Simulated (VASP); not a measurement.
# MgO2 (R-3m) in VASP: further runs, part 2 of 2

VASP 6.6.1. The steps go on from the part before.

## Step 6: Single point, PBEsol (strain +0.025 along x and y, +0.025 along z)

Contents of INCAR:

```
SYSTEM = MgO2
PREC     = Accurate       ! precision mode
ENCUT    = 520            ! plane-wave cutoff, eV
EDIFF    = 1E-6           ! SCF threshold, eV
ISMEAR   = 0              ! smearing method
SIGMA    = 0.05           ! smearing width, eV
LREAL    = .False.        ! projectors in reciprocal space
LASPH    = .True.         ! aspherical terms in the spheres
NELM     = 60             ! most SCF steps
ALGO     = Normal         ! electronic algorithm
ISIF     = 2              ! what is computed and relaxed
LWAVE    = .False.        ! write WAVECAR
LCHARG   = .True.         ! write CHGCAR
GGA      = PS             ! functional
LELF     = .True.         ! ELF
LVHAR    = .True.       
NBANDS   = 14             ! bands
```

Contents of KPOINTS:

```
Automatic mesh
0
Gamma
  12 12 12
  0 0 0
```

Contents of POSCAR:

```
MgO2
1.0
    1.6448800414      0.9496719347      3.5813283468
   -1.6448800414      0.9496719347      3.5813283468
    0.0000000000     -1.8993438694      3.5813283468
Mg O
1 2
Direct
    0.0000000000      0.0000000000      0.0000000000
    0.4287860000      0.4287860000      0.4287860000
    0.5712140000      0.5712140000      0.5712140000
```

Potentials or basis: VASP PAW PBE potentials, release 64 (Mg, O).

Started as:

```sh
> cat potpaw_PBE.64/Mg/POTCAR potpaw_PBE.64/O/POTCAR > POTCAR
> mpirun -np 1 vasp_std > vasp.out
```

OUTCAR:

```text
SYSTEM = MgO2
   PREC = Accurate
   ENCUT = 520
   EDIFF = 1E-6
   ISMEAR = 0
   LREAL = .False.
   LASPH = .True.
   NELM = 60
   ISIF = 2
   GGA = PS

 ion  position               nearest neighbor table
   1  0.000  0.000  0.000-   3 2.16   3 2.16   2 2.16   2 2.16   3 2.16   2 2.16
   2  0.429  0.429  0.429-   3 1.53   1 2.16   1 2.16   1 2.16
   3  0.571  0.571  0.571-   2 1.53   1 2.16   1 2.16   1 2.16

  LATTYP: Found a trigonal (rhomboedric) cell.
 ALAT       =     4.0538154696
 COS(alpha) =     0.6707160928

  Lattice vectors:

 A1 = (   1.6448800414,   0.9496719347,   3.5813283468)
 A2 = (  -1.6448800414,   0.9496719347,   3.5813283468)
 A3 = (   0.0000000000,  -1.8993438694,   3.5813283468)

Analysis of symmetry for initial positions (statically):
=====================================================================
 Subroutine PRICEL returns:
 Original cell was already a primitive cell.

 Routine SETGRP: Setting up the symmetry group for a
 trigonal (rhombohedral) supercell.

 Subroutine GETGRP returns: Found 12 space group operations
 (whereof 12 operations were pure point group operations)
 out of a pool of 12 trial point group operations.

[... 174 lines left out ...]
      2     -12.5063      2.00000
      3      -5.2338      2.00000
      4      -1.0747      2.00000
      5      -1.0747      2.00000
      6       1.2500      2.00000
      7       1.2500      2.00000
      8       6.1643      0.00000
      9       6.3608      0.00000
     10      13.3567      0.00000
     11      15.1939      0.00000
     12      16.3718      0.00000
     13      16.3718      0.00000
     14      17.6214      0.00000
[... 377 lines left out ...]
      1     -18.1589      2.00000
      2     -12.8009      2.00000
      3      -4.2903      2.00000
      4      -3.2996      2.00000
      5      -1.7488      2.00000
      6       0.6242      2.00000
      7       0.8978      2.00000
      8       5.6719      0.00000
      9      10.7893      0.00000
     10      11.6025      0.00000
     11      13.8483      0.00000
     12      15.5741      0.00000
     13      15.8452      0.00000
     14      18.3706      0.00000

 [... further k-points ...]
[... 5 lines left out ...]
  --------------------------------------------------------------------------------------
  -------------------------------------------------------------------------------------
  Total       -2.1743304     -2.1743304     -3.5914136      0.0000000      0.0000000      0.0000000
  in kB     -103.7845953   -103.7845953   -171.4244581      0.0000000      0.0000000      0.0000000
  external PRESSURE =    -126.3312162 kB  Pullay stress =       0.0000000 kB

 VOLUME and BASIS-vectors are now :
 -----------------------------------------------------------------------------
  energy-cutoff  :      520.00
  volume of cell :       33.57
      direct lattice vectors                 reciprocal lattice vectors
     1.644880041  0.949671935  3.581328347     0.303973534  0.175499202  0.093075334
    -1.644880041  0.949671935  3.581328347    -0.303973534  0.175499202  0.093075334
     0.000000000 -1.899343869  3.581328347     0.000000000 -0.350998404  0.093075334

 POSITION                                       TOTAL-FORCE (eV/Angst)
 -----------------------------------------------------------------------------------
      0.00000      0.00000      0.00000         0.000000     -0.000000      0.000000
      0.00000      0.00000      4.60687        -0.000000     -0.000000      0.455200
      0.00000      0.00000      6.13711        -0.000000      0.000000     -0.455200
 -----------------------------------------------------------------------------------
    total drift:                                0.000000     -0.000000      0.000000

  FREE ENERGIE OF THE ION-ELECTRON SYSTEM (eV)
  ---------------------------------------------------
  free  energy   TOTEN  =       -17.0743308622 eV

  energy  without entropy=      -17.0743308622  energy(sigma->0) =      -17.07433086
```

OSZICAR:

```text
N       E                     dE             d eps       ncg     rms          rms(c)
DAV:   1     0.459271906316E+02    0.45927E+02   -0.74416E+03  5820   0.901E+02
DAV:   2    -0.158372116549E+02   -0.61764E+02   -0.57157E+02  7006   0.189E+02
DAV:   3    -0.182993167301E+02   -0.24621E+01   -0.24558E+01  6162   0.369E+01
DAV:   4    -0.183091934273E+02   -0.98767E-02   -0.98763E-02  6378   0.268E+00
DAV:   5    -0.183092442420E+02   -0.50815E-04   -0.50814E-04  6270   0.182E-01    0.792E+00
DAV:   6    -0.171965483305E+02    0.11127E+01   -0.17035E+00  5556   0.108E+01    0.350E+00
DAV:   7    -0.170853910857E+02    0.11116E+00   -0.13450E-01  5796   0.315E+00    0.167E+00
DAV:   8    -0.170735181653E+02    0.11873E-01   -0.54617E-02  5514   0.217E+00    0.228E-01
DAV:   9    -0.170742381588E+02   -0.71999E-03   -0.10119E-02  6306   0.719E-01    0.918E-02
DAV:  10    -0.170743003981E+02   -0.62239E-04   -0.60262E-04  5820   0.223E-01    0.416E-02
DAV:  11    -0.170743283024E+02   -0.27904E-04   -0.93293E-05  5532   0.772E-02    0.669E-03
DAV:  12    -0.170743304802E+02   -0.21779E-05   -0.34784E-06  6588   0.146E-02    0.248E-03
DAV:  13    -0.170743308622E+02   -0.38199E-06   -0.31237E-07  4128   0.469E-03
   1 F= -.17074331E+02 E0= -.17074331E+02  d E =-.199176E-23
```

Wall time 2.4 min (1 thread of Intel Xeon Platinum 8488C (Sapphire Rapids), shared host); peak memory 0.22 GiB.

What came out:

- Free energy: -17.0743 eV
- Pressure: -12.6 GPa
- Largest force: 0.455 eV/Å
- Band gap on the k mesh: 1.79 eV, direct

Forces on the atoms (eV/Å):
```
Mg   0.000  0.000  0.000
O    0.000  0.000  0.455
O    0.000  0.000 -0.455
```

Stress tensor (GPa, compression positive):
```
-10.38   0.00   0.00
  0.00 -10.38   0.00
  0.00   0.00 -17.14
```

Caveat: the cell differs from its parent crystal (strain +0.025 along x and y, +0.025 along z); the PAW data sets were made with another functional, which shifts forces and pressure a little. A k mesh can miss the band edges.

## Step 7: The runs side by side

| cell | gap on the mesh (eV) | pressure (GPa) | largest force (eV/Å) |
| --- | --- | --- | --- |
| a = 3.847 Å, angles 51.9°, 3 atoms | 2.66 | -3.8 | 2.27 |
| a = 4.110 Å, angles 46.0°, 3 atoms | 1.28 | -12.2 | 1.11 |
| a = 3.977 Å, angles 48.9°, 3 atoms | 2.26 | -9.1 | 0.15 |
| a = 3.923 Å, angles 50.9°, 3 atoms | 2.65 | -8.5 | 1.20 |
| a = 4.054 Å, angles 47.9°, 3 atoms | 1.79 | -12.6 | 0.46 |

Alike in all rows: task single point; level PBEsol; potentials or basis VASP PAW PBE potentials, release 64 (Mg, O); no spin polarisation; k mesh 12 × 12 × 12; cutoff (eV) 520; smearing gaussian 0.05 eV.

Caveats: the PAW data sets were made with another functional, which shifts forces and pressure a little.

Absolute energies hang on the potentials; compare differences alone.
